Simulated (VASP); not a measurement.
# GaN (F-43m) in VASP: notebook

Aim: see how the results for GaN move with the level of theory and the settings. Levels: PBE, PBE+D4, r2SCAN, HSE06. Tasks: single point.

All numbers are computed with VASP 6.6.1; they aren't measurements. Logs are shortened: lines on timing, memory, paths and dates and some standing lists are left out, and cuts for length are marked.

**1. The cell of the first run**

Symmetry: F-43m, No. 216, cubic system. The conventional cell has a = 4.498 Å, b = 4.498 Å, c = 4.498 Å, α = 90.00°, β = 90.00°, γ = 90.00°. Ga (site symmetry -43m) has 4 N at 1.95 Å within 2.6 Å. N (site symmetry -43m) has 4 Ga at 1.95 Å within 2.6 Å.

**2. Single point, PBE**

INCAR

```
SYSTEM = GaN
PREC = Accurate ; ENCUT = 520
EDIFF = 1E-7 ; ISMEAR = 0
SIGMA = 0.001 ; LREAL = .False.
LASPH = .True. ; NELM = 100
ALGO = Normal ; ISIF = 2
LWAVE = .False. ; LCHARG = .True.
GGA = PE ; LELF = .True.
LVHAR = .True. ; NBANDS = 16
```

KPOINTS

```
regular mesh
0
Gamma
  6 6 6
  0 0 0
```

POSCAR

```
GaN
1.0
    0.0000000000      2.2489526240      2.2489526240
    2.2489526240      0.0000000000      2.2489526240
    2.2489526240      2.2489526240      0.0000000000
Ga N
1 1
Direct
    0.0000000000      0.0000000000      0.0000000000
    0.7500000000      0.7500000000      0.7500000000
```

Potentials or basis: VASP PAW PBE potentials, release 64 (Ga_d, N).

The run is started by

```bash
> cat potpaw_PBE.64/Ga_d/POTCAR potpaw_PBE.64/N/POTCAR > POTCAR
> mpirun -np 1 vasp_std > vasp.out
```

OUTCAR:

```text
SYSTEM = GaN
   PREC = Accurate
   ENCUT = 520
   EDIFF = 1E-7
   ISMEAR = 0
   LREAL = .False.
   LASPH = .True.
   NELM = 100
   ISIF = 2
   GGA = PE

 ion  position               nearest neighbor table
   1  0.000  0.000  0.000-   2 1.95   2 1.95   2 1.95   2 1.95
   2  0.750  0.750  0.750-   1 1.95   1 1.95   1 1.95   1 1.95

  LATTYP: Found a face centered cubic cell.
 ALAT       =     4.4979052480

  Lattice vectors:

 A1 = (   0.0000000000,   2.2489526240,   2.2489526240)
 A2 = (   2.2489526240,   0.0000000000,   2.2489526240)
 A3 = (   2.2489526240,   2.2489526240,   0.0000000000)

Analysis of symmetry for initial positions (statically):
=====================================================================
 Subroutine PRICEL returns:
 Original cell was already a primitive cell.

 Routine SETGRP: Setting up the symmetry group for a
 face centered cubic supercell.

 Subroutine GETGRP returns: Found 24 space group operations
 (whereof 24 operations were pure point group operations)
 out of a pool of 48 trial point group operations.

The static configuration has the point symmetry T_d .

Analysis of symmetry for dynamics (positions and initial velocities):
=====================================================================
 Subroutine PRICEL returns:
 Original cell was already a primitive cell.

 Routine SETGRP: Setting up the symmetry group for a
 face centered cubic supercell.

 Subroutine GETGRP returns: Found 24 space group operations
 (whereof 24 operations were pure point group operations)
 out of a pool of 48 trial point group operations.

The dynamic configuration has the point symmetry T_d .

 Subroutine INISYM returns: Found 24 space group operations
 (whereof 24 operations are pure point group operations),
 and found     1 'primitive' translations

----------------------------------------------------------------------------------------

                                     Primitive cell

  volume of cell :      22.7495

  direct lattice vectors                    reciprocal lattice vectors
     0.000000000  2.248952624  2.248952624    -0.222325715  0.222325715  0.222325715
     2.248952624  0.000000000  2.248952624     0.222325715 -0.222325715  0.222325715
     2.248952624  2.248952624  0.000000000     0.222325715  0.222325715 -0.222325715

  length of vectors
     3.180499302  3.180499302  3.180499302     0.385079434  0.385079434  0.385079434

  position of ions in fractional coordinates (direct lattice)
     0.000000000  0.000000000  0.000000000
     0.750000000  0.750000000  0.750000000

  ion indices of the primitive-cell ions
   primitive index   ion index
                 1           1
                 2           2

----------------------------------------------------------------------------------------

 KPOINTS: regular mesh

Automatic generation of k-mesh.
 Grid dimensions read from file:
 generate k-points for:    6    6    6

 Generating k-lattice:

  Cartesian coordinates                     Fractional coordinates (reciprocal lattice)
    -0.037054286  0.037054286  0.037054286     0.166666667  0.000000000  0.000000000
     0.037054286 -0.037054286  0.037054286     0.000000000  0.166666667  0.000000000
     0.037054286  0.037054286 -0.037054286     0.000000000  0.000000000  0.166666667

  Length of vectors
     0.064179906  0.064179906  0.064179906

  Shift w.r.t. Gamma in fractional coordinates (k-lattice)
     0.000000000  0.000000000  0.000000000

 Subroutine IBZKPT returns following result:
 ===========================================

 Found     16 irreducible k-points:

 Following reciprocal coordinates:
            Coordinates               Weight
  0.000000  0.000000  0.000000      1.000000
  0.166667  0.000000  0.000000      8.000000
  0.333333  0.000000  0.000000      8.000000
  0.500000  0.000000  0.000000      4.000000
  0.166667  0.166667  0.000000      6.000000
  0.333333  0.166667  0.000000     24.000000
[... 8 lines left out ...]
 -0.333333  0.333333  0.166667     24.000000
 -0.333333  0.500000  0.166667     12.000000
   k-points           NKPTS =     16   k-points in BZ     NKDIM =     16   number of bands    NBANDS=     16
   number of dos      NEDOS =    301   number of ions     NIONS =      2
   total plane-waves  NPLWV =  13824
   dimension x,y,z NGX =    24 NGY =   24 NGZ =   24
   dimension x,y,z NGXF=    48 NGYF=   48 NGZF=   48
   ions per type =               1   1
   NGX,Y,Z   is equivalent  to a cutoff of  12.54, 12.54, 12.54 a.u.
   NGXF,Y,Z  is equivalent  to a cutoff of  25.09, 25.09, 25.09 a.u.
 SYSTEM =  GaN
   PREC   = accura    normal or accurate (medium, high low for compatibility)
   ISTART =      0    job   : 0-new  1-cont  2-samecut
   ICHARG =      2    charge: 1-file 2-atom 10-const
   ISPIN  =      1    spin polarized calculation?
   LNONCOLLINEAR =      F non collinear calculations
   LSORBIT =      F    spin-orbit coupling
   LASPH  =      T    aspherical Exc in radial PAW
   ENCUT  =  520.0 eV  38.22 Ry    6.18 a.u.   5.91  5.91  5.91*2*pi/ulx,y,z
   NELM   =    100;   NELMIN=  2; NELMDL= -5     # of ELM steps
   EDIFF  = 0.1E-06   stopping-criterion for ELM
   LREAL  =      F    real-space projection
   EDIFFG = 0.1E-05   stopping-criterion for IOM
   NSW    =      0    number of steps for IOM
   IBRION =     -1    ionic relax: 0-MD 1-quasi-New 2-CG
   NFREE  =      0    steps in history (QN), initial steepest desc. (CG)
   ISIF   =      2    stress and relaxation
   ISYM   =      2    0-nonsym 1-usesym 2-fastsym
   POTIM  = 0.5000    time-step for ionic-motion
   TEBEG  =    0.0;   TEEND  =   0.0 temperature during run
   PSTRESS=    0.0 pullay stress
   NELECT =      18.0000    total number of electrons
   NUPDOWN=      -1.0000    fix difference up-down
   EMIN   =  10.00;   EMAX   =-10.00  energy-range for DOS
   EFERMI =   0.00;   METHOD = LEGACY
   ISMEAR =     0;   SIGMA  =   0.00  broadening in eV -4-tet -1-fermi 0-gaus
   EFERMI_NEDOS =   21; number of points for ismear=-14 and -15
   IALGO  =     38    algorithm
   IMIX   =      4    mixing-type and parameters
     AMIX     =   0.40;   BMIX     =  1.00
     AMIX_MAG =   1.60;   BMIX_MAG =  1.00
  volume/ion in A,a.u.               =      11.37        76.76
  Fermi-wavevector in a.u.,A,eV,Ry     =   1.514173  2.861371 31.194328  2.292718
[... 47 lines left out ...]
      2      -8.0645      2.00000
      3      -8.0645      2.00000
      4      -7.9729      2.00000
      5      -7.7748      2.00000
      6      -7.7748      2.00000
[... 8 lines left out ...]
     15      22.3014      0.00000
     16      22.3015      0.00000

 k-point     3 :       0.3333    0.0000    0.0000
  band No.  band energies     occupation
      1      -9.8644      2.00000
      2      -8.0187      2.00000
      3      -8.0187      2.00000
      4      -7.7522      2.00000
      5      -7.7522      2.00000
      6      -7.3113      2.00000
[... 8 lines left out ...]
     15      23.0724      0.00000
     16      23.0725      0.00000

 k-point     4 :       0.5000    0.0000    0.0000
  band No.  band energies     occupation
      1      -9.7069      2.00000
      2      -8.0099      2.00000
      3      -8.0099      2.00000
      4      -7.7255      2.00000
      5      -7.7255      2.00000
      6      -6.5273      2.00000
[... 8 lines left out ...]
     15      25.0859      0.00000
     16      25.0859      0.00000

 k-point     5 :       0.1667    0.1667    0.0000
  band No.  band energies     occupation
      1     -10.2548      2.00000
      2      -8.0290      2.00000
      3      -8.0290      2.00000
      4      -7.9911      2.00000
      5      -7.7837      2.00000
      6      -7.7538      2.00000
[... 8 lines left out ...]
     15      25.9827      0.00000
     16      26.1669      0.00000

 k-point     6 :       0.3333    0.1667    0.0000
  band No.  band energies     occupation
      1      -9.8568      2.00000
      2      -8.0004      2.00000
      3      -7.9682      2.00000
      4      -7.8608      2.00000
      5      -7.7323      2.00000
      6      -7.4073      2.00000
[... 8 lines left out ...]
     15      24.9128      0.00000
     16      25.4385      0.00000

 k-point     7 :       0.5000    0.1667    0.0000
  band No.  band energies     occupation
      1      -9.6499      2.00000
      2      -8.0007      2.00000
      3      -7.9531      2.00000
      4      -7.7945      2.00000
      5      -7.7228      2.00000
      6      -6.4530      2.00000
[... 8 lines left out ...]
     15      24.8090      0.00000
     16      25.7519      0.00000

 k-point     8 :      -0.3333    0.1667    0.0000
  band No.  band energies     occupation
      1      -9.6928      2.00000
      2      -8.0027      2.00000
      3      -7.9672      2.00000
      4      -7.7686      2.00000
      5      -7.7669      2.00000
      6      -6.7259      2.00000
[... 8 lines left out ...]
     15      22.6031      0.00000
     16      25.3230      0.00000

 k-point     9 :      -0.1667    0.1667    0.0000
  band No.  band energies     occupation
      1     -10.0016      2.00000
      2      -8.0214      2.00000
      3      -8.0199      2.00000
      4      -7.8060      2.00000
      5      -7.7955      2.00000
      6      -7.5998      2.00000
[... 8 lines left out ...]
     15      22.2773      0.00000
     16      25.3792      0.00000

 k-point    10 :       0.3333    0.3333    0.0000
  band No.  band energies     occupation
      1      -9.6791      2.00000
      2      -7.9653      2.00000
      3      -7.8749      2.00000
      4      -7.8749      2.00000
      5      -7.7148      2.00000
      6      -7.0724      2.00000
[... 8 lines left out ...]
     15      27.8825      0.00000
     16      27.9250      0.00000

 k-point    11 :       0.5000    0.3333    0.0000
  band No.  band energies     occupation
      1      -9.5611      2.00000
      2      -7.9809      2.00000
      3      -7.8451      2.00000
      4      -7.8394      2.00000
      5      -7.7114      2.00000
      6      -6.2560      2.00000
[... 8 lines left out ...]
     15      27.9035      0.00000
     16      27.9714      0.00000

 k-point    12 :      -0.3333    0.3333    0.0000
  band No.  band energies     occupation
      1      -9.5645      2.00000
      2      -7.9865      2.00000
      3      -7.8720      2.00000
      4      -7.8197      2.00000
      5      -7.7548      2.00000
      6      -6.0320      2.00000
[... 8 lines left out ...]
     15      24.3481      0.00000
     16      28.3182      0.00000

 k-point    13 :       0.5000    0.5000    0.0000
  band No.  band energies     occupation
      1      -9.5308      2.00000
      2      -8.0139      2.00000
      3      -7.7898      2.00000
      4      -7.7898      2.00000
      5      -7.6952      2.00000
      6      -6.1043      2.00000
[... 8 lines left out ...]
     15      27.2265      0.00000
     16      30.0192      0.00000

 k-point    14 :       0.5000    0.3333    0.1667
  band No.  band energies     occupation
      1      -9.6384      2.00000
      2      -7.9618      2.00000
      3      -7.9406      2.00000
      4      -7.8332      2.00000
      5      -7.7361      2.00000
      6      -6.6581      2.00000
[... 8 lines left out ...]
     15      25.3063      0.00000
     16      27.8523      0.00000

 k-point    15 :      -0.3333    0.3333    0.1667
  band No.  band energies     occupation
      1      -9.5644      2.00000
      2      -7.9761      2.00000
      3      -7.9091      2.00000
      4      -7.7970      2.00000
      5      -7.7500      2.00000
      6      -6.0302      2.00000
[... 8 lines left out ...]
     15      24.2918      0.00000
     16      28.2586      0.00000

 k-point    16 :      -0.3333    0.5000    0.1667
  band No.  band energies     occupation
      1      -9.5293      2.00000
      2      -7.9671      2.00000
      3      -7.8917      2.00000
      4      -7.7819      2.00000
      5      -7.7331      2.00000
      6      -5.8836      2.00000
[... 8 lines left out ...]
     15      26.0798      0.00000
     16      28.4746      0.00000

------------------------ aborting loop because EDIFF is reached ----------------------------------------

  FORCE on cell =-STRESS in cart. coord.  units (eV):
  Direction    XX          YY          ZZ          XY          YZ          ZX
  --------------------------------------------------------------------------------------
  -------------------------------------------------------------------------------------
  Total        0.8810780      0.8810780      0.8810780      0.0000000     -0.0000000      0.0000000
  in kB       62.0517463     62.0517463     62.0517463      0.0000000     -0.0000000      0.0000000
  external PRESSURE =      62.0517463 kB  Pullay stress =       0.0000000 kB

 VOLUME and BASIS-vectors are now :
 -----------------------------------------------------------------------------
  energy-cutoff  :      520.00
  volume of cell :       22.75
      direct lattice vectors                 reciprocal lattice vectors
     0.000000000  2.248952624  2.248952624    -0.222325715  0.222325715  0.222325715
     2.248952624  0.000000000  2.248952624     0.222325715 -0.222325715  0.222325715
     2.248952624  2.248952624  0.000000000     0.222325715  0.222325715 -0.222325715

 POSITION                                       TOTAL-FORCE (eV/Angst)
 -----------------------------------------------------------------------------------
      0.00000      0.00000      0.00000         0.000000     -0.000000      0.000000
      3.37343      3.37343      3.37343        -0.000000      0.000000     -0.000000
 -----------------------------------------------------------------------------------
    total drift:                               -0.000002     -0.000002     -0.000002

  FREE ENERGIE OF THE ION-ELECTRON SYSTEM (eV)
  ---------------------------------------------------
  free  energy   TOTEN  =       -12.1337824436 eV

  energy  without entropy=      -12.1337824436  energy(sigma->0) =      -12.13378244
```

Wall time 9.2 s (1 thread of Intel Xeon 8259CL, shared host); peak memory 0.14 GiB.

What came out:

```yaml
Free_energy: -12.1338 eV
Pressure: 6.2 GPa
Band_gap_on_the_k_mesh: 1.76 eV
```

Levels at points of the mesh, in eV from the valence-band top:
```csv
k point,band 7,band 8,band 9,band 10,band 11,band 12
"(0.00, 0.00, 0.00)",0.00,0.00,0.00,1.76,10.34,10.34
"(0.50, 0.00, 0.00)",-7.08,-0.98,-0.98,4.68,8.76,10.39
"(0.50, 0.50, 0.00)",-6.15,-2.72,-2.72,3.35,6.70,11.75
```

Caveat: the cell stands under pressure.

**3. Single point, PBE+D4**

INCAR

```
PREC     = Accurate       # precision mode
ENCUT    = 520            # plane-wave cutoff, eV
EDIFF    = 1E-7           # SCF threshold, eV
ISMEAR   = 0              # smearing method
SIGMA    = 0.01           # smearing width, eV
LREAL    = F              # projectors in reciprocal space
LASPH    = T              # aspherical terms in the spheres
NELM     = 60             # most SCF steps
ALGO     = Normal         # electronic algorithm
ISIF     = 2              # what is computed and relaxed
LWAVE    = F              # write WAVECAR
LCHARG   = F              # write CHGCAR
GGA      = PE             # functional
IVDW     = 13             # dispersion correction
NBANDS   = 16             # bands
```

KPOINTS

```
regular mesh
0
Gamma
  6 6 6
```

POSCAR is that of step 2.

Potentials or basis: VASP PAW PBE potentials, release 64 (Ga_d, N).

The run is started by

```bash
> cat potpaw_PBE.64/Ga_d/POTCAR potpaw_PBE.64/N/POTCAR > POTCAR
> mpirun -np 1 vasp_std > vasp.out
```

Run time: 9.5 s. Hardware: 1 thread of Intel Xeon 8259CL, shared host; peak memory 0.14 GiB.

Results (log left out):

* Free energy: -12.9397 eV
* Pressure: 0.5 GPa
* Band gap on the k mesh: 1.76 eV
* Dispersion energy per atom: -0.403 eV

Levels at points of the mesh, in eV from the valence-band top:
```
           k point  band 5  band 6  band 7  band 8  band 9  band 10  band 11  band 12  band 13  band 14
(0.00, 0.00, 0.00)  -13.13  -13.13    0.00    0.00    0.00     1.76    10.34    10.34    10.34    17.68
(0.50, 0.00, 0.00)  -13.08  -11.88   -7.08   -0.98   -0.98     4.68     8.76    10.39    10.39    15.68
(0.50, 0.50, 0.00)  -13.05  -11.46   -6.15   -2.72   -2.72     3.35     6.70    11.75    14.02    14.02
```

**4. Single point, r2SCAN**

POSCAR is that of step 3.

INCAR.step1

```
ALGO = Normal ; EDIFF = 1E-4
ENCUT = 520 ; GGA = PE
ISMEAR = 0 ; LASPH = T
LCHARG = F ; LREAL = F
LWAVE = T ; NBANDS = 16
NELM = 60 ; PREC = Accurate
SIGMA = 0.01
```

INCAR.step2

```
ALGO = Normal ; EDIFF = 1E-6
ENCUT = 520 ; ISIF = 2
ISMEAR = 0 ; ISTART = 1
LASPH = T ; LCHARG = F
LMIXTAU = T ; LREAL = F
LWAVE = F ; METAGGA = R2SCAN
NBANDS = 16 ; NELM = 60
PREC = Accurate ; SIGMA = 0.01
```

KPOINTS

```
k-points
0
Gamma
  6 6 6
```

The run is started by

```bash
> cat potpaw_PBE.64/Ga_d/POTCAR potpaw_PBE.64/N/POTCAR > POTCAR
> cp INCAR.step1 INCAR
> mpirun -np 1 vasp_std > vasp.out
> cp INCAR.step2 INCAR
> mpirun -np 1 vasp_std > vasp.out
```

Wall time 35 s (1 thread of Intel Xeon 8259CL, shared host); peak memory 0.15 GiB.

It converged, with:

```yaml
Free_energy: -21.8925 eV
Pressure: 1.0 GPa
Band_gap_on_the_k_mesh: 2.16 eV
```

Levels at points of the mesh, in eV from the valence-band top:
| k point | band 7 | band 8 | band 9 | band 10 | band 11 | band 12 |
| --- | --- | --- | --- | --- | --- | --- |
| (0.00, 0.00, 0.00) | 0.00 | 0.00 | 0.00 | 2.16 | 11.04 | 11.04 |
| (0.50, 0.00, 0.00) | -7.20 | -1.01 | -1.01 | 5.20 | 9.47 | 11.03 |
| (0.50, 0.50, 0.00) | -6.25 | -2.81 | -2.81 | 3.77 | 7.28 | 12.63 |

Caveat: the PAW data sets were made with another functional, which shifts forces and pressure a little.

**5. Single point, HSE06**

POSCAR is that of step 4.

INCAR.step1

```
PREC = Accurate
ENCUT = 520
EDIFF = 1E-5
ISMEAR = 0
SIGMA = 0.01
LREAL = False
LASPH = True
NELM = 60
ALGO = Normal
ISIF = 2
LWAVE = True
LCHARG = False
NBANDS = 16
GGA = PE
```

INCAR.step2

```
PREC = Accurate
ENCUT = 520
EDIFF = 1E-6
ISMEAR = 0
SIGMA = 0.01
LREAL = False
LASPH = True
NELM = 60
ALGO = Normal
ISIF = 2
LWAVE = False
LCHARG = False
GGA = PE
LHFCALC = True
HFSCREEN = 0.2079
PRECFOCK = Normal
NBANDS = 16
ISTART = 1
```

KPOINTS

```
regular mesh
0
Gamma
  4 4 4
```

The run is started by

```bash
> cat potpaw_PBE.64/Ga_d/POTCAR potpaw_PBE.64/N/POTCAR > POTCAR
> cp INCAR.step1 INCAR
> mpirun -np 1 vasp_std > vasp.out
> cp INCAR.step2 INCAR
> mpirun -np 1 vasp_std > vasp.out
```

It took 7.3 min on 1 thread of Intel Xeon 8259CL, shared host; peak memory 0.25 GiB.

It converged, with:

| Property | Result |
| --- | --- |
| Free energy | -14.6892 eV |
| Pressure | -0.1 GPa |
| Band gap on the k mesh | 3.06 eV |

Levels at points of the mesh, in eV from the valence-band top:
| k point | band 6 | band 7 | band 8 | band 9 | band 10 | band 11 | band 12 | band 13 |
| --- | --- | --- | --- | --- | --- | --- | --- | --- |
| (0.00, 0.00, 0.00) | -15.27 | 0.00 | 0.00 | 0.00 | 3.06 | 11.94 | 11.94 | 11.94 |
| (0.50, 0.00, 0.00) | -13.61 | -7.58 | -1.05 | -1.05 | 6.14 | 10.46 | 11.93 | 11.93 |
| (0.50, 0.50, 0.00) | -13.05 | -6.59 | -2.93 | -2.93 | 4.45 | 8.18 | 13.64 | 16.10 |

Caveat: the k points lie up to 0.60 Å⁻¹ apart; the PAW data sets were made with another functional, which shifts forces and pressure a little.

**6. The runs side by side**

```csv
level,k mesh,smearing,grid for exact exchange (PRECFOCK),share of exact exchange,screening parameter,gap on the mesh (eV),pressure (GPa)
PBE,6 × 6 × 6,gaussian 0.001 eV,-,-,-,1.76,6.2
PBE+D4,6 × 6 × 6,gaussian 0.01 eV,-,-,-,1.76,0.5
r2SCAN,6 × 6 × 6,gaussian 0.01 eV,-,-,-,2.16,1.0
HSE06,4 × 4 × 4,gaussian 0.01 eV,Normal,0.25,0.2079 1/Å,3.06,-0.1
```

Alike in all rows: task single point; potentials or basis VASP PAW PBE potentials, release 64 (Ga_d, N); no spin polarisation; cell as given; cutoff (eV) 520.

Caveats: some runs use coarse meshes; the PAW data sets were made with another functional, which shifts forces and pressure a little (at least some runs); the cell stands under pressure (at least some runs).

Total energies depend on the potentials used, so only differences within one code and one set of settings carry meaning.
